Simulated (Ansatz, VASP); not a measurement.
One calculation of K, two programs

```
K
1.0
    -2.64171    2.64171    2.64171
     2.64171   -2.64171    2.64171
     2.64171    2.64171   -2.64171
K
1
Direct
  0.00000 0.00000 0.00000
```

Alike in both runs: task single point; functional PBE; k mesh 9 × 9 × 9; occupations fermi-dirac, width 0.2 eV; no spin polarisation.

```csv
,VASP,Ansatz
version,VASP 6.6.1,Ansatz 0.2.0
potentials or method,"VASP PAW PBE potentials, release 64 (K_sv), cutoff 520 eV","plane waves (420 eV) with PAW, scalar-relativistic"
valence electrons in the cell,9,9
```

```csv
,VASP,Ansatz,Ansatz less VASP
pressure (GPa),0.0,0.0,+0.01
```
